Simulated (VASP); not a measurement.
# Ge (Imma) in VASP: further runs

Runs on Ge. Level: LDA. Tasks: single point.

All numbers are computed with VASP 6.6.1; they aren't measurements. Logs are shortened: lines on timing, memory, paths and dates and some standing lists are left out, and cuts for length are marked.

## Step 1: The cell of the first run

Symmetry: Imma, No. 74, orthorhombic system. Conventional cell: a = 5.036 Å, b = 5.348 Å, c = 2.899 Å, α = 90.00°, β = 90.00°, γ = 90.00°. Within 3.6 Å of Ge (site symmetry mm2) lie 8 Ge at 2.70 to 3.11 Å.

## Step 2: Single point, LDA

Contents of INCAR:

```
PREC     = Accurate       # precision mode
ENCUT    = 520            # plane-wave cutoff, eV
EDIFF    = 1E-6           # SCF threshold, eV
ISMEAR   = -1             # smearing method
SIGMA    = 0.1            # smearing width, eV
LREAL    = F              # projectors in reciprocal space
LASPH    = T              # aspherical terms in the spheres
NELM     = 100            # most SCF steps
ALGO     = Normal         # electronic algorithm
ISIF     = 2              # what is computed and relaxed
LWAVE    = F              # write WAVECAR
LCHARG   = T              # write CHGCAR
GGA      = CA             # functional
LELF     = T              # ELF
LVHAR    = T            
NBANDS   = 21             # bands
```

Contents of KPOINTS:

```
Automatic mesh
0
Gamma
  11 11 11
```

Contents of POSCAR:

```
Ge
1.0
   -2.5178914415      2.6742167982      1.4496110048
    2.5178914415     -2.6742167982      1.4496110048
    2.5178914415      2.6742167982     -1.4496110048
Ge
2
Direct
    0.1859400000      0.9359400000      0.2500000000
    0.8140600000      0.0640600000      0.7500000000
```

Potentials or basis: VASP PAW LDA potentials, release 64 (Ge_d).

Command:

```bash
$ cat potpaw_LDA.64/Ge_d/POTCAR > POTCAR
$ mpirun -np 1 vasp_std > vasp.out
```

OUTCAR:

```text
PREC = Accurate
   ENCUT = 520
   EDIFF = 1E-6
   ISMEAR = -1
   LREAL = F
   LASPH = T
   NELM = 100
   ISIF = 2
   GGA = CA

 ion  position               nearest neighbor table
   1  0.186  0.936  0.250-   2 2.70   2 2.70   2 2.74   2 2.74
   2  0.814  0.064  0.750-   1 2.70   1 2.70   1 2.74   1 2.74

  LATTYP: Found a body centered orthorhombic cell.
 ALAT       =     2.8992220096
 B/A-ratio  =     1.7369428303
 C/A-ratio  =     1.8447823515

  Lattice vectors:

 A1 = (   2.5178914415,  -2.6742167982,   1.4496110048)
 A2 = (  -2.5178914415,  -2.6742167982,  -1.4496110048)
 A3 = (   2.5178914415,   2.6742167982,  -1.4496110048)

Analysis of symmetry for initial positions (statically):
=====================================================================
 Subroutine PRICEL returns:
 Original cell was already a primitive cell.

 Routine SETGRP: Setting up the symmetry group for a
 body centered orthorhombic supercell.

 Subroutine GETGRP returns: Found  8 space group operations
 (whereof  4 operations were pure point group operations)
 out of a pool of  8 trial point group operations.

The static configuration has the point symmetry C_2h.
 The point group associated with its full space group is D_2h.

Analysis of symmetry for dynamics (positions and initial velocities):
=====================================================================
 Subroutine PRICEL returns:
 Original cell was already a primitive cell.

 Routine SETGRP: Setting up the symmetry group for a
 body centered orthorhombic supercell.

 Subroutine GETGRP returns: Found  8 space group operations
 (whereof  4 operations were pure point group operations)
 out of a pool of  8 trial point group operations.

The dynamic configuration has the point symmetry C_2h.
 The point group associated with its full space group is D_2h.

 Subroutine INISYM returns: Found  8 space group operations
 (whereof  4 operations are pure point group operations),
 and found     1 'primitive' translations

----------------------------------------------------------------------------------------

                                     Primitive cell

  volume of cell :      39.0432

  direct lattice vectors                    reciprocal lattice vectors
    -2.517891442  2.674216798  1.449611005     0.000000000  0.186970630  0.344920119
     2.517891442 -2.674216798  1.449611005     0.198578855  0.000000000  0.344920119
     2.517891442  2.674216798 -1.449611005     0.198578855  0.186970630  0.000000000

  length of vectors
     3.948744720  3.948744720  3.948744720     0.392336469  0.397999309  0.272748196

  position of ions in fractional coordinates (direct lattice)
     0.185940000  0.935940000  0.250000000
     0.814060000  0.064060000  0.750000000

  ion indices of the primitive-cell ions
   primitive index   ion index
                 1           1
                 2           2

----------------------------------------------------------------------------------------

 KPOINTS: Automatic mesh

Automatic generation of k-mesh.
 Grid dimensions read from file:
 generate k-points for:   11   11   11

 Generating k-lattice:

  Cartesian coordinates                     Fractional coordinates (reciprocal lattice)
     0.000000000  0.016997330  0.031356374     0.090909091  0.000000000  0.000000000
     0.018052623  0.000000000  0.031356374     0.000000000  0.090909091 -0.000000000
     0.018052623  0.016997330  0.000000000     0.000000000 -0.000000000  0.090909091

  Length of vectors
     0.035666952  0.036181755  0.024795291

  Shift w.r.t. Gamma in fractional coordinates (k-lattice)
     0.000000000  0.000000000  0.000000000

 Subroutine IBZKPT returns following result:
 ===========================================

 Found    216 irreducible k-points:

 Following reciprocal coordinates:
            Coordinates               Weight
  0.000000  0.000000  0.000000      1.000000
  0.090909 -0.000000  0.000000      4.000000
  0.181818 -0.000000  0.000000      4.000000
  0.272727 -0.000000  0.000000      4.000000
  0.363636 -0.000000  0.000000      4.000000
  0.454545 -0.000000  0.000000      4.000000
[... 16 lines left out ...]
  0.454545  0.181818  0.000000      8.000000
 -0.454545  0.181818 -0.000000      8.000000
 [... further k-points ...]
   k-points           NKPTS =    216   k-points in BZ     NKDIM =    216   number of bands    NBANDS=     21
   number of dos      NEDOS =    301   number of ions     NIONS =      2
   total plane-waves  NPLWV =  27000
   dimension x,y,z NGX =    30 NGY =   30 NGZ =   30
   dimension x,y,z NGXF=    60 NGYF=   60 NGZF=   60
   ions per type =               2
   NGX,Y,Z   is equivalent  to a cutoff of  12.63, 12.63, 12.63 a.u.
   NGXF,Y,Z  is equivalent  to a cutoff of  25.26, 25.26, 25.26 a.u.
 SYSTEM =  unknown system
   PREC   = accura    normal or accurate (medium, high low for compatibility)
   ISTART =      0    job   : 0-new  1-cont  2-samecut
   ICHARG =      2    charge: 1-file 2-atom 10-const
   ISPIN  =      1    spin polarized calculation?
   LNONCOLLINEAR =      F non collinear calculations
   LSORBIT =      F    spin-orbit coupling
   LASPH  =      T    aspherical Exc in radial PAW
   ENCUT  =  520.0 eV  38.22 Ry    6.18 a.u.   7.34  7.34  7.34*2*pi/ulx,y,z
   NELM   =    100;   NELMIN=  2; NELMDL= -5     # of ELM steps
   EDIFF  = 0.1E-05   stopping-criterion for ELM
   LREAL  =      F    real-space projection
   EDIFFG = 0.1E-04   stopping-criterion for IOM
   NSW    =      0    number of steps for IOM
   IBRION =     -1    ionic relax: 0-MD 1-quasi-New 2-CG
   NFREE  =      0    steps in history (QN), initial steepest desc. (CG)
   ISIF   =      2    stress and relaxation
   ISYM   =      2    0-nonsym 1-usesym 2-fastsym
   POTIM  = 0.5000    time-step for ionic-motion
   TEBEG  =    0.0;   TEEND  =   0.0 temperature during run
   PSTRESS=    0.0 pullay stress
   NELECT =      28.0000    total number of electrons
   NUPDOWN=      -1.0000    fix difference up-down
   EMIN   =  10.00;   EMAX   =-10.00  energy-range for DOS
   EFERMI =   0.00;   METHOD = LEGACY
   ISMEAR =    -1;   SIGMA  =   0.10  broadening in eV -4-tet -1-fermi 0-gaus
   EFERMI_NEDOS =   21; number of points for ismear=-14 and -15
   IALGO  =     38    algorithm
   IMIX   =      4    mixing-type and parameters
     AMIX     =   0.40;   BMIX     =  1.00
     AMIX_MAG =   1.60;   BMIX_MAG =  1.00
  volume/ion in A,a.u.               =      19.52       131.74
  Fermi-wavevector in a.u.,A,eV,Ry     =   1.465365  2.769138 29.215716  2.147295
  Thomas-Fermi vector in A             =   2.581231
   LORBIT       =      0    0 simple, 1 ext, 2 COOP (PROOUT), +10 PAW based schemes
   GGA     = CA    functional components
   LHFCALC =     F    Hartree Fock is set to
   AEXX    =    0.0000 exact exchange contribution
   IVDW    =     0    specifies the selected vdW correction
   LEPSILON=     F    determine dielectric tensor
   LRPA    =     F    only Hartree local field effects (RPA)
 non-spin polarized calculation
  energy-cutoff  :      520.00
  volume of cell :       39.04
 maximum number of plane-waves:      1071
 NGX is ok and might be reduce to    30
   NGX = 15   NGY = 15   NGZ = 15

 number of electron      28.0000027 magnetization

 Free energy of the ion-electron system (eV)
  ---------------------------------------------------
  ext. energy  EPLUGINS =         0.00000000
  ---------------------------------------------------
  free energy    TOTEN  =        -9.96486685 eV

  energy without entropy =       -9.93705077  energy(sigma->0) =       -9.95095881

 E-fermi :   5.9669     XC(G=0): -11.3422

 val. band max:        5.9588426732   @ k =  -0.2727   0.3636   0.1818
 cond. band min:       5.9673256413   @ k =   0.0909   0.1818   0.0000
 fundamental gap:      0.0084829680
 Fermi energy:         5.9668805336

 k-point     1 :       0.0000    0.0000    0.0000
  band No.  band energies     occupation
      1     -18.8364      2.00000
      2     -18.7653      2.00000
      3     -18.7645      2.00000
      4     -18.7589      2.00000
      5     -18.7307      2.00000
      6     -18.6955      2.00000
[... 13 lines left out ...]
     20      16.6635      0.00000
     21      18.4537      0.00000

 k-point     2 :       0.0909   -0.0000    0.0000
  band No.  band energies     occupation
      1     -18.8306      2.00000
      2     -18.7601      2.00000
      3     -18.7553      2.00000
      4     -18.7529      2.00000
      5     -18.7322      2.00000
      6     -18.6978      2.00000
[... 13 lines left out ...]
     20      16.8989      0.00000
     21      17.8660      0.00000

 k-point     3 :       0.1818   -0.0000    0.0000
  band No.  band energies     occupation
      1     -18.8148      2.00000
      2     -18.7456      2.00000
      3     -18.7418      2.00000
      4     -18.7353      2.00000
      5     -18.7272      2.00000
      6     -18.7015      2.00000
[... 13 lines left out ...]
     20      15.1473      0.00000
     21      17.9549      0.00000

 k-point     4 :       0.2727   -0.0000    0.0000
  band No.  band energies     occupation
      1     -18.7930      2.00000
      2     -18.7414      2.00000
      3     -18.7279      2.00000
      4     -18.7243      2.00000
      5     -18.6975      2.00000
      6     -18.6946      2.00000
[... 13 lines left out ...]
     20      13.9919      0.00000
     21      18.4833      0.00000

 k-point     5 :       0.3636   -0.0000    0.0000
  band No.  band energies     occupation
      1     -18.7701      2.00000
      2     -18.7413      2.00000
      3     -18.7182      2.00000
      4     -18.7141      2.00000
      5     -18.6995      2.00000
      6     -18.6978      2.00000
[... 13 lines left out ...]
     20      14.5143      0.00000
     21      19.5548      0.00000
[... 382 lines left out ...]
     20      15.9861      0.00000
     21      17.8118      0.00000

 k-point    22 :       0.3636    0.1818    0.0000
  band No.  band energies     occupation
      1     -18.7748      2.00000
      2     -18.7497      2.00000
      3     -18.7345      2.00000
      4     -18.7050      2.00000
      5     -18.7011      2.00000
      6     -18.6783      2.00000
[... 13 lines left out ...]
     20      16.9345      0.00000
     21      18.0456      0.00000

 k-point    23 :       0.4545    0.1818    0.0000
  band No.  band energies     occupation
      1     -18.7682      2.00000
      2     -18.7430      2.00000
      3     -18.7237      2.00000
      4     -18.7169      2.00000
      5     -18.6963      2.00000
      6     -18.6741      2.00000
[... 13 lines left out ...]
     20      16.6826      0.00000
     21      17.7318      0.00000

 k-point    24 :      -0.4545    0.1818   -0.0000
  band No.  band energies     occupation
      1     -18.7707      2.00000
      2     -18.7388      2.00000
      3     -18.7287      2.00000
      4     -18.7135      2.00000
      5     -18.7065      2.00000
      6     -18.6759      2.00000
[... 13 lines left out ...]
     20      16.7224      0.00000
     21      16.9269      0.00000

 [... further k-points ...]
[... 5 lines left out ...]
  --------------------------------------------------------------------------------------
  -------------------------------------------------------------------------------------
  Total       -1.1786717     -1.5280111     -1.4702759      0.0000000      0.0000000      0.0000000
  in kB      -48.3680236    -62.7035327    -60.3343075      0.0000000      0.0000000      0.0000000
  external PRESSURE =     -57.1352879 kB  Pullay stress =       0.0000000 kB

 VOLUME and BASIS-vectors are now :
 -----------------------------------------------------------------------------
  energy-cutoff  :      520.00
  volume of cell :       39.04
      direct lattice vectors                 reciprocal lattice vectors
    -2.517891442  2.674216798  1.449611005     0.000000000  0.186970630  0.344920119
     2.517891442 -2.674216798  1.449611005     0.198578855  0.000000000  0.344920119
     2.517891442  2.674216798 -1.449611005     0.198578855  0.186970630  0.000000000

 POSITION                                       TOTAL-FORCE (eV/Angst)
 -----------------------------------------------------------------------------------
      2.51789     -1.33711      1.26389         0.000000     -0.000000     -0.060654
      0.00000      4.01133      0.18572        -0.000000      0.000000      0.060654
 -----------------------------------------------------------------------------------
    total drift:                                0.000000      0.000000     -0.000000

  FREE ENERGIE OF THE ION-ELECTRON SYSTEM (eV)
  ---------------------------------------------------
  free  energy   TOTEN  =        -9.9648668514 eV

  energy  without entropy=       -9.9370507721  energy(sigma->0) =       -9.95095881
```

It took 2.1 min on 1 thread of Intel Xeon Platinum 8124M at 3.00GHz (Skylake/Cascade Lake), shared host; peak memory 0.25 GiB.

Results:

- Free energy: -9.9649 eV
- Pressure: -5.7 GPa
- Largest force: 0.061 eV/Å
- Band gap on the k mesh: zero (band 14 reaches 7.91 eV, above the bottom of band 15 at 2.98 eV)

Forces in eV/Å, atoms in the order of the input:
```
Ge   0.000  0.000 -0.061
Ge   0.000  0.000  0.061
```

Stress tensor (GPa, compression positive):
```
-4.84  0.00  0.00
 0.00 -6.27  0.00
 0.00  0.00 -6.03
```

## Step 3: Single point, LDA

This run uses another cell than the first one, of 20.03 Å³/atom, 1.026 times its volume.

Contents of INCAR:

```
SYSTEM = Ge
PREC = Accurate ; ENCUT = 520
EDIFF = 1E-7 ; ISMEAR = -1
SIGMA = 0.1 ; LREAL = .FALSE.
LASPH = .TRUE. ; NELM = 60
ALGO = Normal ; ISIF = 2
LWAVE = .FALSE. ; LCHARG = .TRUE.
LELF = .TRUE. ; LVHAR = .TRUE.
NBANDS = 21
```

Contents of KPOINTS:

```
Automatic mesh
0
G
  11 11 11
  0 0 0
```

Contents of POSCAR:

```
Ge
1.0
   -2.5395053008      2.6971725716      1.4620546264
    2.5395053008     -2.6971725716      1.4620546264
    2.5395053008      2.6971725716     -1.4620546264
Ge
2
Direct
    0.1859400000      0.9359400000      0.2500000000
    0.8140600000      0.0640600000      0.7500000000
```

Potentials or basis: VASP PAW LDA potentials, release 64 (Ge_d).

Command:

```bash
$ cat potpaw_LDA.64/Ge_d/POTCAR > POTCAR
$ mpirun -np 1 vasp_std > vasp.out
```

OUTCAR:

```text
SYSTEM = Ge
   PREC = Accurate
   ENCUT = 520
   EDIFF = 1E-7
   ISMEAR = -1
   LREAL = .FALSE.
   LASPH = .TRUE.
   NELM = 60
   ISIF = 2

 ion  position               nearest neighbor table
   1  0.186  0.936  0.250-   2 2.72   2 2.72   2 2.76   2 2.76
   2  0.814  0.064  0.750-   1 2.72   1 2.72   1 2.76   1 2.76

  LATTYP: Found a body centered orthorhombic cell.
 ALAT       =     2.9241092528
 B/A-ratio  =     1.7369428303
 C/A-ratio  =     1.8447823514

  Lattice vectors:

 A1 = (   2.5395053008,  -2.6971725716,   1.4620546264)
 A2 = (  -2.5395053008,  -2.6971725716,  -1.4620546264)
 A3 = (   2.5395053008,   2.6971725716,  -1.4620546264)

Analysis of symmetry for initial positions (statically):
=====================================================================
 Subroutine PRICEL returns:
 Original cell was already a primitive cell.

 Routine SETGRP: Setting up the symmetry group for a
 body centered orthorhombic supercell.

 Subroutine GETGRP returns: Found  8 space group operations
 (whereof  4 operations were pure point group operations)
 out of a pool of  8 trial point group operations.

The static configuration has the point symmetry C_2h.
[... 154 lines left out ...]

 Free energy of the ion-electron system (eV)
  ---------------------------------------------------
  ext. energy  EPLUGINS =         0.00000000
  ---------------------------------------------------
  free energy    TOTEN  =        -9.92532617 eV

  energy without entropy =       -9.89651748  energy(sigma->0) =       -9.91092183

 E-fermi :   5.6937     XC(G=0): -11.2145

 val. band max:        5.6820134544   @ k =  -0.2727   0.3636   0.1818
 cond. band min:       5.6948976840   @ k =  -0.4545  -0.3636   0.3636
 fundamental gap:      0.0128842296
 Fermi energy:         5.6937175107

 k-point     1 :       0.0000    0.0000    0.0000
  band No.  band energies     occupation
      1     -19.0840      2.00000
      2     -19.0188      2.00000
      3     -19.0187      2.00000
      4     -19.0112      2.00000
      5     -18.9873      2.00000
      6     -18.9539      2.00000
[... 565 lines left out ...]
     20      16.3343      0.00000
     21      16.5473      0.00000

 [... further k-points ...]
[... 5 lines left out ...]
  --------------------------------------------------------------------------------------
  -------------------------------------------------------------------------------------
  Total       -1.5685994     -1.8799174     -1.8360603      0.0000000      0.0000000      0.0000000
  in kB      -62.7395198    -75.1913538    -73.4371951      0.0000000      0.0000000      0.0000000
  external PRESSURE =     -70.4560229 kB  Pullay stress =       0.0000000 kB

 VOLUME and BASIS-vectors are now :
 -----------------------------------------------------------------------------
  energy-cutoff  :      520.00
  volume of cell :       40.06
      direct lattice vectors                 reciprocal lattice vectors
    -2.539505301  2.697172572  1.462054626     0.000000000  0.185379314  0.341984486
     2.539505301 -2.697172572  1.462054626     0.196888740  0.000000000  0.341984486
     2.539505301  2.697172572 -1.462054626     0.196888740  0.185379314  0.000000000

 POSITION                                       TOTAL-FORCE (eV/Angst)
 -----------------------------------------------------------------------------------
      2.53951     -1.34859      1.27474         0.000000     -0.000000     -0.060090
      0.00000      4.04576      0.18732        -0.000000      0.000000      0.060090
 -----------------------------------------------------------------------------------
    total drift:                                0.000000      0.000000     -0.000000

  FREE ENERGIE OF THE ION-ELECTRON SYSTEM (eV)
  ---------------------------------------------------
  free  energy   TOTEN  =        -9.9253261703 eV

  energy  without entropy=       -9.8965174829  energy(sigma->0) =       -9.91092183
```

OSZICAR:

```text
N       E                     dE             d eps       ncg     rms          rms(c)
DAV:   1     0.176906535666E+03    0.17691E+03   -0.14369E+04 10101   0.366E+03
DAV:   2     0.145923933594E+02   -0.16231E+03   -0.15762E+03  9112   0.589E+02
DAV:   3    -0.924542585646E+01   -0.23838E+02   -0.23633E+02 10406   0.134E+02
DAV:   4    -0.994789662705E+01   -0.70247E+00   -0.70208E+00 10162   0.264E+01
DAV:   5    -0.995872357720E+01   -0.10827E-01   -0.10827E-01 10323   0.363E+00    0.189E+00
DAV:   6    -0.993516073698E+01    0.23563E-01   -0.22442E-02 12385   0.231E+00    0.104E+00
DAV:   7    -0.992564767201E+01    0.95131E-02   -0.13891E-02 12370   0.155E+00    0.107E-01
DAV:   8    -0.992532857766E+01    0.31909E-03   -0.19201E-03 11124   0.754E-01    0.374E-02
DAV:   9    -0.992532636502E+01    0.22126E-05   -0.45976E-05 10819   0.829E-02    0.101E-02
DAV:  10    -0.992532619198E+01    0.17304E-06   -0.36684E-06 11763   0.253E-02    0.249E-03
DAV:  11    -0.992532617026E+01    0.21721E-07   -0.13483E-07  7803   0.479E-03
   1 F= -.99253262E+01 E0= -.99109218E+01  d E =-.288087E-01
```

Wall time 2.3 min (1 thread of Intel Xeon Platinum 8124M at 3.00GHz (Skylake/Cascade Lake), shared host); peak memory 0.25 GiB.

Results:

* Free energy: -9.9253 eV
* Pressure: -7.0 GPa
* Largest force: 0.060 eV/Å
* Band gap on the k mesh: zero (band 14 reaches 7.55 eV, above the bottom of band 15 at 2.82 eV)

Forces in eV/Å, atoms in the order of the input:
```
Ge   0.000  0.000 -0.060
Ge   0.000  0.000  0.060
```

Levels at points of the mesh, in eV from the Fermi level:
| k point | band 11 | band 12 | band 13 | band 14 | band 15 | band 16 | band 17 | band 18 |
| --- | --- | --- | --- | --- | --- | --- | --- | --- |
| (0.00, 0.00, 0.00) | -12.67 | -4.09 | -2.18 | -1.76 | 3.66 | 6.60 | 6.73 | 7.40 |
